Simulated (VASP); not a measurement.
Set up this calculation in VASP 6.6.1, as the native input.

```
Task                   : single point
Functional             : PBE
Potentials or basis    : VASP PAW PBE potentials, release 64 (As)
Cutoff                 : 520 eV
k mesh                 : 4 × 4 × 4
Occupations            : fermi-dirac, width 0.15 eV
Spin                   : no spin polarisation
Dipole correction      : no
Further INCAR settings : ALGO = Normal; EDIFF = 1e-06; NBANDS = 8
```

The structure of As lies in POSCAR:

```
As
1.0
    0.0000000000      2.1290000000      2.1290000000
    2.1290000000      0.0000000000      2.1290000000
    2.1290000000      2.1290000000      0.0000000000
As
1
Direct
    0.0000000000      0.0000000000      0.0000000000
```

One way to write it, as run:

INCAR

```
PREC = Accurate
ENCUT = 520
EDIFF = 1E-6
ISMEAR = -1
SIGMA = 0.15
LREAL = False
LASPH = True
NELM = 60
ALGO = Normal
ISIF = 2
LWAVE = False
LCHARG = True
GGA = PE
LELF = True
LVHAR = True
NBANDS = 8
```

KPOINTS

```
Automatic mesh
0
Gamma
  4 4 4
```

Potentials or basis: VASP PAW PBE potentials, release 64 (As).

Launch:

```sh
$ cat potpaw_PBE.64/As/POTCAR > POTCAR
$ mpirun -np 1 vasp_std > vasp.out
```

Results of the run:

```
Pressure : -3.0 GPa
```

Caveat: the k points lie up to 0.64 Å⁻¹ apart.

Wall time 2.8 s on 1 thread of Intel(R) Xeon(R) Platinum 8375C CPU @ 2.90GHz (Ice Lake), with other jobs on the host, peak memory 0.13 GiB.
